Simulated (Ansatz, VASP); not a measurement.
## One calculation of MgCdSe, two programs

The input INCAR:

```
PREC     = Accurate       # precision mode
ENCUT    = 600            # plane-wave cutoff, eV
EDIFF    = 1E-6           # SCF threshold, eV
ISMEAR   = 0              # smearing method
SIGMA    = 0.1            # smearing width, eV
LREAL    = False          # projectors in reciprocal space
LASPH    = True           # aspherical terms in the spheres
NELM     = 100            # most SCF steps
ALGO     = Normal         # electronic algorithm
ISIF     = 3              # what is computed and relaxed
LWAVE    = False          # write WAVECAR
LCHARG   = False          # write CHGCAR
GGA      = PE             # functional
IBRION   = 2              # ionic algorithm
NSW      = 90             # ionic steps
EDIFFG   = -0.04          # ionic threshold
```

File KPOINTS:

```
Automatic mesh
0
Gamma
  4 4 4
```

The input POSCAR:

```
MgCdSe
1.0
    3.8445655600      0.0000000000      0.0000000000
    0.0000000000      3.8445655600      0.0000000000
    0.0000000000      0.0000000000      4.6633043800
Mg Cd Se
1 1 1
Direct
    0.5000000000      0.5000000000      0.5000000000
    0.5000000000      0.5000000000      0.0000000000
    0.0000000000      0.0000000000      0.0000000000
```

Input for Ansatz:

```yaml
crystal:
  lattice:
    - [3.84456556, 0.0, 0.0]
    - [0.0, 3.84456556, 0.0]
    - [0.0, 0.0, 4.66330438]
  atoms:
    - { symbol: Mg, position: [0.5, 0.5, 0.5] }
    - { symbol: Cd, position: [0.5, 0.5, 0.0] }
    - { symbol: Se, position: [0.0, 0.0, 0.0] }
basis:
  ecutwfc: 420
kpoints:
  mp_grid: { grid: [4, 4, 4] }
hamiltonian:
  xc: pbe
scf:
  occupations: { method: gaussian, width: 0.1 }
  lower_state_search: "off"
output:
  forces: true
  stress: true
  eigenvalues: true
relax:
  adjacent_minimum: "off"
  f_tol: 0.04
  max_steps: 70
  cell: { stress_tol: 0.4 }
```

Alike in both runs: task relaxation of cell and atoms; functional PBE; k mesh 4 × 4 × 4; occupations gaussian, width 0.1 eV; no spin polarisation.

```csv
,VASP,Ansatz
version,VASP 6.6.1,Ansatz 0.2.0
potentials or method,"VASP PAW PBE potentials, release 64 (Mg, Cd, Se), cutoff 600 eV","scalar-relativistic, plane waves, PAW"
valence electrons in the cell,20,46
```

```tsv
	VASP	Ansatz	Ansatz less VASP
gap on the k mesh at the Fermi level, each at its own relaxed structure (eV)	none	none	-
relaxed volume (Å³/atom)	30.79	30.67	-0.120
relaxed cell length with the largest relative difference (Å)	3.945	3.938	-0.0074
```

A gap of «none» marks a metal or a gap that the smearing closes. VASP's potentials hold 20 valence electrons a cell and Ansatz's 46, so a difference there can come from the potentials and not from the codes.

The k mesh is coarse, so the values compare programs but aren't converged. Noted on VASP's run: the volume moved by over 15 % at a fixed basis, so the end points are rough.
